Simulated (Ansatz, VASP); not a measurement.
# Ag2O: VASP beside Ansatz

```xyz
6
Lattice="4.6196 0.0000 0.0000 0.0000 4.6196 0.0000 0.0000 0.0000 4.6196" Properties=species:S:1:pos:R:3 pbc="T T T"
Ag    3.4647    3.4647    3.4647
Ag    3.4647    1.1549    1.1549
Ag    1.1549    1.1549    3.4647
Ag    1.1549    3.4647    1.1549
O     0.0000    0.0000    0.0000
O     2.3098    2.3098    2.3098
```

Change from the starting cell: equal strain along all axes, cell held, atoms relaxed: -4.0 %.

Alike in both runs: task single point; functional PBE; k mesh 8 × 8 × 8; occupations gaussian, width 0.1 eV; no spin polarisation.

```csv
,VASP,Ansatz
version,VASP 6.6.1,Ansatz 0.2.0
potentials or method,"VASP PAW PBE potentials, release 64 (Ag, O), cutoff 600 eV","scalar-relativistic, plane waves, PAW"
valence electrons in the cell,56,88
```

Ansatz gave:

```
gap on the k mesh at the Fermi level (eV) : 0.14
least direct gap on the mesh (eV)         : 0.14
pressure (GPa)                            : 11.8
```

**Question.** Estimate VASP's values.

**Answer.** gap on the k mesh at the Fermi level (eV): 0.15; least direct gap on the mesh (eV): 0.15; pressure (GPa): 11.6.

With one functional, cell and mesh, what is left measures potentials, basis and numerics. VASP's potentials hold 56 valence electrons a cell and Ansatz's 88, so a difference there can come from the potentials and not from the codes.
